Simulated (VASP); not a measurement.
# CdGa (F-43m) in VASP: relaxation of cell and atoms with PBE

Aim: the relaxation of cell and atoms of CdGa with PBE.

Everything below comes from runs of VASP 6.6.1. Logs are shortened: lines on timing, memory, paths and dates and some standing lists are left out, and cuts for length are marked.

## Step 1: The cell of the first run

It takes space group F-43m (No. 216, cubic). The conventional cell has a = 6.252 Å, b = 6.252 Å, c = 6.252 Å, α = 90.00°, β = 90.00°, γ = 90.00°. Within 3.6 Å of Cd (site symmetry -43m) lie 4 Ga at 2.71 Å. Within 3.6 Å of Ga (site symmetry -43m) lie 4 Cd at 2.71 Å.

## Step 2: Relaxation of cell and atoms, PBE

INCAR

```
SYSTEM = CdGa
PREC = Accurate
ENCUT = 600
EDIFF = 1E-6
ISMEAR = 0
SIGMA = 0.1
LREAL = .FALSE.
LASPH = .TRUE.
NELM = 80
ALGO = Fast
ISIF = 3
LWAVE = .FALSE.
LCHARG = .FALSE.
GGA = PE
IBRION = 2
NSW = 100
EDIFFG = -0.01
```

KPOINTS

```
regular mesh
0
G
  16 16 16
  0 0 0
```

POSCAR

```
CdGa
1.0
    0.0000000000      3.1257800812      3.1257800812
    3.1257800812      0.0000000000      3.1257800812
    3.1257800812      3.1257800812      0.0000000000
Cd Ga
1 1
Direct
    0.0000000000      0.0000000000      0.0000000000
    0.2500000000      0.2500000000      0.2500000000
```

Potentials or basis: VASP PAW PBE potentials, release 64 (Cd, Ga_d).

Started as:

```console
cat potpaw_PBE.64/Cd/POTCAR potpaw_PBE.64/Ga_d/POTCAR > POTCAR
mpirun -np 1 vasp_std > vasp.out
```

OUTCAR:

```text
SYSTEM = CdGa
   PREC = Accurate
   ENCUT = 600
   EDIFF = 1E-6
   ISMEAR = 0
   LREAL = .FALSE.
   LASPH = .TRUE.
   NELM = 80
   ISIF = 3
   GGA = PE
   IBRION = 2
   NSW = 100
   EDIFFG = -0.01

 ion  position               nearest neighbor table
   1  0.000  0.000  0.000-   2 2.71   2 2.71   2 2.71   2 2.71
   2  0.250  0.250  0.250-   1 2.71   1 2.71   1 2.71   1 2.71

  LATTYP: Found a face centered cubic cell.
 ALAT       =     6.2515601624

  Lattice vectors:

 A1 = (   0.0000000000,   3.1257800812,   3.1257800812)
 A2 = (   3.1257800812,   0.0000000000,   3.1257800812)
 A3 = (   3.1257800812,   3.1257800812,   0.0000000000)

Analysis of symmetry for initial positions (statically):
=====================================================================
 Subroutine PRICEL returns:
 Original cell was already a primitive cell.

 Routine SETGRP: Setting up the symmetry group for a
 face centered cubic supercell.

 Subroutine GETGRP returns: Found 24 space group operations
 (whereof 24 operations were pure point group operations)
 out of a pool of 48 trial point group operations.

The static configuration has the point symmetry T_d .

Analysis of symmetry for dynamics (positions and initial velocities):
=====================================================================
 Subroutine PRICEL returns:
 Original cell was already a primitive cell.

 Routine SETGRP: Setting up the symmetry group for a
 face centered cubic supercell.

 Subroutine GETGRP returns: Found 24 space group operations
 (whereof 24 operations were pure point group operations)
 out of a pool of 48 trial point group operations.

The dynamic configuration has the point symmetry T_d .

 Subroutine INISYM returns: Found 24 space group operations
 (whereof 24 operations are pure point group operations),
 and found     1 'primitive' translations

----------------------------------------------------------------------------------------

                                     Primitive cell

  volume of cell :      61.0809

  direct lattice vectors                    reciprocal lattice vectors
     0.000000000  3.125780081  3.125780081    -0.159960070  0.159960070  0.159960070
     3.125780081  0.000000000  3.125780081     0.159960070 -0.159960070  0.159960070
     3.125780081  3.125780081  0.000000000     0.159960070  0.159960070 -0.159960070

  length of vectors
     4.420520584  4.420520584  4.420520584     0.277058968  0.277058968  0.277058968

  position of ions in fractional coordinates (direct lattice)
     0.000000000  0.000000000  0.000000000
     0.250000000  0.250000000  0.250000000

  ion indices of the primitive-cell ions
   primitive index   ion index
                 1           1
                 2           2

----------------------------------------------------------------------------------------

 KPOINTS: regular mesh

Automatic generation of k-mesh.
 Grid dimensions read from file:
 generate k-points for:   16   16   16

 Generating k-lattice:

  Cartesian coordinates                     Fractional coordinates (reciprocal lattice)
    -0.009997504  0.009997504  0.009997504     0.062500000  0.000000000  0.000000000
     0.009997504 -0.009997504  0.009997504     0.000000000  0.062500000  0.000000000
     0.009997504  0.009997504 -0.009997504     0.000000000  0.000000000  0.062500000

  Length of vectors
     0.017316186  0.017316186  0.017316186

  Shift w.r.t. Gamma in fractional coordinates (k-lattice)
     0.000000000  0.000000000  0.000000000

 Subroutine IBZKPT returns following result:
 ===========================================

 Found    145 irreducible k-points:

 Following reciprocal coordinates:
            Coordinates               Weight
  0.000000  0.000000  0.000000      1.000000
  0.062500  0.000000  0.000000      8.000000
  0.125000  0.000000  0.000000      8.000000
  0.187500  0.000000  0.000000      8.000000
  0.250000  0.000000  0.000000      8.000000
  0.312500  0.000000  0.000000      8.000000
[... 16 lines left out ...]
 -0.125000  0.062500  0.000000     24.000000
 -0.062500  0.062500  0.000000     12.000000
 [... further k-points ...]
   k-points           NKPTS =    145   k-points in BZ     NKDIM =    145   number of bands    NBANDS=     16
   number of dos      NEDOS =    301   number of ions     NIONS =      2
   total plane-waves  NPLWV =  46656
   dimension x,y,z NGX =    36 NGY =   36 NGZ =   36
   dimension x,y,z NGXF=    72 NGYF=   72 NGZF=   72
   ions per type =               1   1
   NGX,Y,Z   is equivalent  to a cutoff of  13.54, 13.54, 13.54 a.u.
   NGXF,Y,Z  is equivalent  to a cutoff of  27.08, 27.08, 27.08 a.u.
 SYSTEM =  CdGa
   PREC   = accura    normal or accurate (medium, high low for compatibility)
   ISTART =      0    job   : 0-new  1-cont  2-samecut
   ICHARG =      2    charge: 1-file 2-atom 10-const
   ISPIN  =      1    spin polarized calculation?
   LNONCOLLINEAR =      F non collinear calculations
   LSORBIT =      F    spin-orbit coupling
   LASPH  =      T    aspherical Exc in radial PAW
   ENCUT  =  600.0 eV  44.10 Ry    6.64 a.u.   8.83  8.83  8.83*2*pi/ulx,y,z
   NELM   =     80;   NELMIN=  2; NELMDL= -5     # of ELM steps
   EDIFF  = 0.1E-05   stopping-criterion for ELM
   LREAL  =      F    real-space projection
   EDIFFG = -.1E-01   stopping-criterion for IOM
   NSW    =    100    number of steps for IOM
   IBRION =      2    ionic relax: 0-MD 1-quasi-New 2-CG
   NFREE  =      1    steps in history (QN), initial steepest desc. (CG)
   ISIF   =      3    stress and relaxation
   ISYM   =      2    0-nonsym 1-usesym 2-fastsym
   POTIM  = 0.5000    time-step for ionic-motion
   TEBEG  =    0.0;   TEEND  =   0.0 temperature during run
   PSTRESS=    0.0 pullay stress
   NELECT =      25.0000    total number of electrons
   NUPDOWN=      -1.0000    fix difference up-down
   EMIN   =  10.00;   EMAX   =-10.00  energy-range for DOS
   EFERMI =   0.00;   METHOD = LEGACY
   ISMEAR =     0;   SIGMA  =   0.10  broadening in eV -4-tet -1-fermi 0-gaus
   EFERMI_NEDOS =   21; number of points for ismear=-14 and -15
   IALGO  =     68    algorithm
   IMIX   =      4    mixing-type and parameters
     AMIX     =   0.40;   BMIX     =  1.00
     AMIX_MAG =   1.60;   BMIX_MAG =  1.00
  volume/ion in A,a.u.               =      30.54       206.10
  Fermi-wavevector in a.u.,A,eV,Ry     =   1.215495  2.296952 20.101621  1.477427
  Thomas-Fermi vector in A             =   2.350880
   LORBIT       =      0    0 simple, 1 ext, 2 COOP (PROOUT), +10 PAW based schemes
   GGA     = PE    functional components
   LHFCALC =     F    Hartree Fock is set to
   AEXX    =    0.0000 exact exchange contribution
   IVDW    =     0    specifies the selected vdW correction
   LEPSILON=     F    determine dielectric tensor
   LRPA    =     F    only Hartree local field effects (RPA)
 conjugate gradient relaxation of ions
 non-spin polarized calculation
 RMM-DIIS sequential band-by-band and
 Gauss-broadening in eV      SIGMA  =   0.10
  energy-cutoff  :      600.00
  volume of cell :       61.08
 maximum number of plane-waves:      2085
   NGX = 17   NGY = 17   NGZ = 17

--------------------------------------- Ionic step        1  -------------------------------------------

 number of electron      24.9999996 magnetization

 Free energy of the ion-electron system (eV)
  ---------------------------------------------------
  ext. energy  EPLUGINS =         0.00000000
  ---------------------------------------------------
  free energy    TOTEN  =        -2.82079047 eV

  energy without entropy =       -2.81484178  energy(sigma->0) =       -2.81781612

------------------------ aborting loop because EDIFF is reached ----------------------------------------

  FORCE on cell =-STRESS in cart. coord.  units (eV):
  Direction    XX          YY          ZZ          XY          YZ          ZX
  --------------------------------------------------------------------------------------
  -------------------------------------------------------------------------------------
  Total        0.1338853      0.1338853      0.1338853      0.0000000      0.0000000      0.0000000
  in kB        3.5118684      3.5118684      3.5118684      0.0000000      0.0000000      0.0000000
  external PRESSURE =       3.5118684 kB  Pullay stress =       0.0000000 kB
[... 93 lines left out ...]
  energy  without entropy=       -2.8159486004  energy(sigma->0) =       -2.81885539

--------------------------------------- Ionic step        4  -------------------------------------------

 number of electron      25.0000004 magnetization

 Free energy of the ion-electron system (eV)
  ---------------------------------------------------
  ext. energy  EPLUGINS =         0.00000000
  ---------------------------------------------------
  free energy    TOTEN  =        -2.82181518 eV

  energy without entropy =       -2.81602118  energy(sigma->0) =       -2.81891818

 E-fermi :   1.1971     XC(G=0):  -8.7188

 val. band max:        1.1922510829   @ k =  -0.3125   0.4375   0.1250
 cond. band min:       1.1995444400   @ k =   0.4375   0.3125   0.1250
 fundamental gap:      0.0072933570
 Fermi energy:         1.1971059833

 k-point     1 :       0.0000    0.0000    0.0000
  band No.  band energies     occupation
      1     -13.8058      2.00000
      2     -13.8058      2.00000
      3     -13.8058      2.00000
      4     -13.7811      2.00000
      5     -13.7811      2.00000
      6      -7.5966      2.00000
[... 8 lines left out ...]
     15       4.6028      0.00000
     16       6.5210      0.00000
[... 420 lines left out ...]
  band No.  band energies     occupation
      1     -13.8060      2.00000
      2     -13.8057      2.00000
      3     -13.8054      2.00000
      4     -13.7809      2.00000
      5     -13.7806      2.00000
      6      -7.6284      2.00000
[... 8 lines left out ...]
     15       5.4206      0.00000
     16       6.6181      0.00000

 [... further k-points ...]

------------------------ aborting loop because EDIFF is reached ----------------------------------------

  FORCE on cell =-STRESS in cart. coord.  units (eV):
  Direction    XX          YY          ZZ          XY          YZ          ZX
  --------------------------------------------------------------------------------------
  -------------------------------------------------------------------------------------
  Total        0.0166563      0.0166563      0.0166563      0.0000000      0.0000000     -0.0000000
  in kB        0.4306562      0.4306562      0.4306562      0.0000000      0.0000000     -0.0000000
  external PRESSURE =       0.4306562 kB  Pullay stress =       0.0000000 kB
[... 17 lines left out ...]
  FREE ENERGIE OF THE ION-ELECTRON SYSTEM (eV)
  ---------------------------------------------------
  free  energy   TOTEN  =        -2.8218151767 eV

  energy  without entropy=       -2.8160211795  energy(sigma->0) =       -2.81891818

 reached required accuracy - stopping structural energy minimisation
```

It took 8.9 min on 1 thread of Intel Xeon 8259CL, shared host; peak memory 0.37 GiB.

Results:

* Free energy: -2.8218 eV
* Relaxed volume: 30.98 Å³/atom
* Relaxed cell: a = 4.442 Å, b = 4.442 Å, c = 4.442 Å, α = 60.00°, β = 60.00°, γ = 60.00°
* Space group after relaxing (to 0.1 Å): F-43m (No. 216)
* Energy gained by relaxing: 0.5 meV/atom
* Ionic steps: 4
* Pressure after relaxing: 0.0 GPa
* Band gap on the k mesh: zero (an odd number of electrons rules out a gap without spin polarisation)

The path:
```tsv
step	energy change (eV)	largest force (eV/Å)	pressure (GPa)	volume (Å³)
1	0.0000	0.0000	0.35	61.08
2	-0.0009	0.0000	0.08	61.67
3	-0.0010	0.0000	0.09	61.77
4	-0.0010	0.0000	0.04	61.97
```

Final structure:
```
Cd Ga
1.0
     0.00000    3.14082    3.14082
     3.14082    0.00000    3.14082
     3.14082    3.14082    0.00000
Cd Ga
1 1
Cartesian
  0.0000 0.0000 0.0000
  1.5704 1.5704 1.5704
```
